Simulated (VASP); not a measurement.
# C (Fd-3m) in VASP: a series of runs

Aim: see how the results for C move with the level of theory and the settings. Levels: PBE, LDA. Tasks: single point.

All numbers are computed with VASP 6.6.1; they aren't measurements. Logs are shortened: lines on timing, memory, paths and dates and some standing lists are left out, and cuts for length are marked.

**1. The cell of the first run**

Symmetry: Fd-3m, No. 227, cubic system. The conventional cell has a = 3.572 Å, b = 3.572 Å, c = 3.572 Å, α = 90.00°, β = 90.00°, γ = 90.00°. C (site symmetry -43m) has 4 C at 1.55 Å within 2.1 Å.

**2. Single point, PBE**

INCAR reads:

```
PREC = Accurate
ENCUT = 600
EDIFF = 1E-6
ISMEAR = 0
SIGMA = 0.01
LREAL = Auto
LASPH = T
NELM = 120
ALGO = Normal
ISIF = 2
LWAVE = F
LCHARG = T
GGA = PE
LELF = T
LVHAR = T
NBANDS = 86
GGA_COMPAT = F
```

KPOINTS reads:

```
Automatic mesh
0
Gamma
  1 1 1
  0.25 0.25 0.25
```

POSCAR reads:

```
C
1.0
   -3.5715719900      3.5715719900      3.5715719900
    3.5715719900     -3.5715719900      3.5715719900
    3.5715719900      3.5715719900     -3.5715719900
C
32
Direct
    0.0000000000      0.0000000000      0.0000000000
    0.0000000000      0.2500000000      0.7500000000
    0.0000000000      0.5000000000      0.5000000000
    0.0000000000      0.7500000000      0.2500000000
    0.2500000000      0.0000000000      0.7500000000
    0.2500000000      0.2500000000      0.5000000000
    0.2500000000      0.5000000000      0.2500000000
    0.2500000000      0.7500000000      0.0000000000
    0.5000000000      0.0000000000      0.5000000000
    0.5000000000      0.2500000000      0.2500000000
    0.5000000000      0.5000000000      0.0000000000
    0.5000000000      0.7500000000      0.7500000000
    0.7500000000      0.0000000000      0.2500000000
    0.7500000000      0.2500000000      0.0000000000
    0.7500000000      0.5000000000      0.7500000000
    0.7500000000      0.7500000000      0.5000000000
    0.0000000000      0.0000000000      0.7500000000
    0.0000000000      0.2500000000      0.5000000000
    0.0000000000      0.5000000000      0.2500000000
    0.0000000000      0.7500000000      0.0000000000
    0.2500000000      0.0000000000      0.5000000000
    0.2500000000      0.2500000000      0.2500000000
    0.2500000000      0.5000000000      0.0000000000
    0.2500000000      0.7500000000      0.7500000000
    0.5000000000      0.0000000000      0.2500000000
    0.5000000000      0.2500000000      0.0000000000
    0.5000000000      0.5000000000      0.7500000000
    0.5000000000      0.7500000000      0.5000000000
    0.7500000000      0.0000000000      0.0000000000
    0.7500000000      0.2500000000      0.7500000000
    0.7500000000      0.5000000000      0.5000000000
    0.7500000000      0.7500000000      0.2500000000
```

Potentials or basis: VASP PAW PBE potentials, release 64 (C).

Run with:

```console
$ cat potpaw_PBE.64/C/POTCAR > POTCAR
$ mpirun -np 1 vasp_std > vasp.out
```

OUTCAR:

```text
PREC = Accurate
   ENCUT = 600
   EDIFF = 1E-6
   ISMEAR = 0
   LREAL = Auto
   LASPH = T
   NELM = 120
   ISIF = 2
   GGA = PE

 ion  position               nearest neighbor table
   1  0.000  0.000  0.000-  17 1.55  20 1.55  22 1.55  29 1.55
   2  0.000  0.250  0.750-  17 1.55  18 1.55  23 1.55  30 1.55
   3  0.000  0.500  0.500-  18 1.55  19 1.55  24 1.55  31 1.55
   4  0.000  0.750  0.250-  19 1.55  20 1.55  21 1.55  32 1.55
   5  0.250  0.000  0.750-  17 1.55  21 1.55  24 1.55  26 1.55
   6  0.250  0.250  0.500-  18 1.55  21 1.55  22 1.55  27 1.55
[... 24 lines left out ...]
  31  0.750  0.500  0.500-   3 1.55  10 1.55  15 1.55  16 1.55
  32  0.750  0.750  0.250-   4 1.55  11 1.55  13 1.55  16 1.55

  LATTYP: Found a body centered cubic cell.
 ALAT       =     7.1431439800

  Lattice vectors:

 A1 = (  -3.5715719900,   3.5715719900,   3.5715719900)
 A2 = (   3.5715719900,  -3.5715719900,   3.5715719900)
 A3 = (   3.5715719900,   3.5715719900,  -3.5715719900)

Analysis of symmetry for initial positions (statically):
=====================================================================
 Subroutine PRICEL returns following result:

  LATTYP: Found a face centered cubic cell.
 ALAT       =     3.5715719900

  Lattice vectors:

 A1 = (   1.7857859950,  -1.7857859950,   0.0000000000)
 A2 = (   0.0000000000,  -1.7857859950,  -1.7857859950)
 A3 = (   1.7857859950,   0.0000000000,  -1.7857859950)

  16 primitive cells build up your supercell.

 Routine SETGRP: Setting up the symmetry group for a
 body centered cubic supercell.

 Subroutine GETGRP returns: Found 48 space group operations
 (whereof 24 operations were pure point group operations)
 out of a pool of 48 trial point group operations.

The static configuration has the point symmetry T_d .
 The point group associated with its full space group is O_h .

Analysis of symmetry for dynamics (positions and initial velocities):
=====================================================================
 Subroutine PRICEL returns following result:

  LATTYP: Found a face centered cubic cell.
 ALAT       =     3.5715719900

  Lattice vectors:

 A1 = (   1.7857859950,  -1.7857859950,   0.0000000000)
 A2 = (   0.0000000000,  -1.7857859950,  -1.7857859950)
[... 89 lines left out ...]
   LREAL  =      T    real-space projection
   EDIFFG = 0.1E-04   stopping-criterion for IOM
   NSW    =      0    number of steps for IOM
   IBRION =     -1    ionic relax: 0-MD 1-quasi-New 2-CG
   NFREE  =      0    steps in history (QN), initial steepest desc. (CG)
   ISIF   =      2    stress and relaxation
   ISYM   =      2    0-nonsym 1-usesym 2-fastsym
   POTIM  = 0.5000    time-step for ionic-motion
   TEBEG  =    0.0;   TEEND  =   0.0 temperature during run
   PSTRESS=    0.0 pullay stress
   NELECT =     128.0000    total number of electrons
   NUPDOWN=      -1.0000    fix difference up-down
   EMIN   =  10.00;   EMAX   =-10.00  energy-range for DOS
   EFERMI =   0.00;   METHOD = LEGACY
   ISMEAR =     0;   SIGMA  =   0.01  broadening in eV -4-tet -1-fermi 0-gaus
   EFERMI_NEDOS =   21; number of points for ismear=-14 and -15
   IALGO  =     38    algorithm
   IMIX   =      4    mixing-type and parameters
     AMIX     =   0.40;   BMIX     =  1.00
     AMIX_MAG =   1.60;   BMIX_MAG =  1.00
  volume/ion in A,a.u.               =       5.69        38.43
  Fermi-wavevector in a.u.,A,eV,Ry     =   1.455231  2.749989 28.813040  2.117699
  Thomas-Fermi vector in A             =   2.572290
   LORBIT       =      0    0 simple, 1 ext, 2 COOP (PROOUT), +10 PAW based schemes
   GGA     = PE    functional components
   LHFCALC =     F    Hartree Fock is set to
   AEXX    =    0.0000 exact exchange contribution
   IVDW    =     0    specifies the selected vdW correction
   LEPSILON=     F    determine dielectric tensor
   LRPA    =     F    only Hartree local field effects (RPA)
 non-spin polarized calculation
 Gauss-broadening in eV      SIGMA  =   0.01
  energy-cutoff  :      600.00
  volume of cell :      182.24
 maximum number of plane-waves:      6080
 NGX is ok and might be reduce to    50
   NGX = 25   NGY = 25   NGZ = 25

 number of electron     127.9999971 magnetization

 Free energy of the ion-electron system (eV)
  ---------------------------------------------------
  ext. energy  EPLUGINS =         0.00000000
  ---------------------------------------------------
  free energy    TOTEN  =      -289.72374038 eV

  energy without entropy =     -289.72374038  energy(sigma->0) =     -289.72374038

 E-fermi :   8.0160     XC(G=0): -13.2195

 val. band max:        7.9514631142   @ k =   0.2500   0.2500   0.2500
 cond. band min:      15.7507092603   @ k =   0.2500   0.2500   0.2500
 fundamental gap:      7.7992461461
 Fermi energy:         8.0159780152

 k-point     1 :       0.2500    0.2500    0.2500
  band No.  band energies     occupation
      1     -10.0281      2.00000
      2     -10.0281      2.00000
      3     -10.0281      2.00000
      4     -10.0281      2.00000
      5      -5.7347      2.00000
      6      -5.7347      2.00000
[... 68 lines left out ...]
     75      15.7507      0.00000
     76      15.7507      0.00000
 [bands above 76 left out]

------------------------ aborting loop because EDIFF is reached ----------------------------------------

  FORCE on cell =-STRESS in cart. coord.  units (eV):
  Direction    XX          YY          ZZ          XY          YZ          ZX
  --------------------------------------------------------------------------------------
  -------------------------------------------------------------------------------------
  Total       -0.2089830     -0.2089830     -0.2089830     -0.0000000     -0.0000000      0.0000000
  in kB       -1.8373136     -1.8373136     -1.8373136     -0.0000000     -0.0000000      0.0000000
  external PRESSURE =      -1.8373136 kB  Pullay stress =       0.0000000 kB

 VOLUME and BASIS-vectors are now :
 -----------------------------------------------------------------------------
  energy-cutoff  :      600.00
  volume of cell :      182.24
      direct lattice vectors                 reciprocal lattice vectors
    -3.571571990  3.571571990  3.571571990     0.000000000  0.139994378  0.139994378
     3.571571990 -3.571571990  3.571571990     0.139994378  0.000000000  0.139994378
     3.571571990  3.571571990 -3.571571990     0.139994378  0.139994378  0.000000000

 POSITION                                       TOTAL-FORCE (eV/Angst)
 -----------------------------------------------------------------------------------
      0.00000      0.00000      0.00000         0.000000      0.000000      0.000000
      3.57157      1.78579     -1.78579         0.000000      0.000000     -0.000000
      3.57157      0.00000      0.00000         0.000000      0.000000      0.000000
      3.57157     -1.78579      1.78579        -0.000000      0.000000      0.000000
      1.78579      3.57157     -1.78579         0.000000      0.000000     -0.000000
      1.78579      1.78579      0.00000         0.000000      0.000000      0.000000
[... 24 lines left out ...]
      0.89289      2.67868      2.67868        -0.000000     -0.000000     -0.000000
      0.89289      0.89289      4.46446        -0.000000     -0.000000     -0.000000
 -----------------------------------------------------------------------------------
    total drift:                               -0.000000      0.000000     -0.000000

  FREE ENERGIE OF THE ION-ELECTRON SYSTEM (eV)
  ---------------------------------------------------
  free  energy   TOTEN  =      -289.7237403782 eV

  energy  without entropy=     -289.7237403782  energy(sigma->0) =     -289.72374038
```

OSZICAR:

```text
N       E                     dE             d eps       ncg     rms          rms(c)
DAV:   1     0.442651114595E+03    0.44265E+03   -0.75379E+04   172   0.165E+03
DAV:   2    -0.266415876121E+03   -0.70907E+03   -0.67561E+03   218   0.292E+02
DAV:   3    -0.299494368017E+03   -0.33078E+02   -0.32741E+02   216   0.585E+01
DAV:   4    -0.300036690995E+03   -0.54232E+00   -0.54074E+00   202   0.793E+00
DAV:   5    -0.300052807352E+03   -0.16116E-01   -0.16102E-01   208   0.120E+00    0.221E+01
DAV:   6    -0.292303690107E+03    0.77491E+01   -0.54203E+00   192   0.727E+00    0.132E+01
DAV:   7    -0.289696048098E+03    0.26076E+01   -0.64949E+00   184   0.820E+00    0.290E+00
DAV:   8    -0.289722883665E+03   -0.26836E-01   -0.15493E-01   208   0.122E+00    0.146E-01
DAV:   9    -0.289723427498E+03   -0.54383E-03   -0.18561E-03   216   0.160E-01    0.632E-02
DAV:  10    -0.289723740079E+03   -0.31258E-03   -0.24518E-04   200   0.652E-02    0.116E-02
DAV:  11    -0.289723739941E+03    0.13810E-06   -0.14946E-05   208   0.143E-02    0.237E-03
DAV:  12    -0.289723740378E+03   -0.43746E-06   -0.27864E-07   152   0.223E-03
   1 F= -.28972374E+03 E0= -.28972374E+03  d E =-.378730E-19
```

stdout:

```text
POSCAR found type information on POSCAR C
 POSCAR found :  1 types and      32 ions
 scaLAPACK will be used
 LDA part: xc-table for (Slater+PW92), standard interpolation
 POSCAR, INCAR and KPOINTS ok, starting setup
 FFT: planning ... GRIDC
 FFT: planning ... GRID_SOFT
 FFT: planning ... GRID
 WAVECAR not read
 entering main loop
```

Wall time 26 s (1 thread of Intel Xeon 6975P-C (Granite Rapids), shared host); peak memory 0.32 GiB.

What came out:

| Quantity | Value |
| --- | --- |
| Free energy | -289.7237 eV |
| Pressure | -0.2 GPa |
| Band gap on the k mesh | 7.80 eV |

Levels at points of the mesh, in eV from the valence-band top:
```
           k point  band 61  band 62  band 63  band 64  band 65  band 66  band 67  band 68
(0.25, 0.25, 0.25)     0.00     0.00     0.00     0.00     7.80     7.80     7.80     7.80
```

Caveat: the k points lie up to 1.24 Å⁻¹ apart. PBE gaps usually lie below the measured ones, often by a third to a half.

**3. Single point, LDA**

INCAR reads:

```
  PREC = Accurate
  ENCUT = 600
  EDIFF = 1E-6
  ISMEAR = -1
  SIGMA = 0.01
  LREAL = Auto
  LASPH = T
  NELM = 120
  ALGO = Normal
  ISIF = 2
  LWAVE = F
  LCHARG = F
  NBANDS = 86
  GGA_COMPAT = F
```

KPOINTS is that of step 2.

POSCAR is that of step 2.

Potentials or basis: VASP PAW LDA potentials, release 64 (C).

Run with:

```console
$ cat potpaw_LDA.64/C/POTCAR > POTCAR
$ mpirun -np 1 vasp_std > vasp.out
```

It took 18 s on 1 thread of Intel Xeon 6975P-C (Granite Rapids), shared host; peak memory 0.25 GiB.

The run converged. Its results:

| Property | Result |
| --- | --- |
| Free energy | -322.5237 eV |
| Pressure | -14.3 GPa |
| Band gap on the k mesh | 7.73 eV |

Levels at points of the mesh, in eV from the valence-band top:
| k point | band 62 | band 63 | band 64 | band 65 | band 66 | band 67 |
| --- | --- | --- | --- | --- | --- | --- |
| (0.25, 0.25, 0.25) | 0.00 | 0.00 | 0.00 | 7.73 | 7.73 | 7.73 |

Caveat: the k points lie up to 1.24 Å⁻¹ apart.
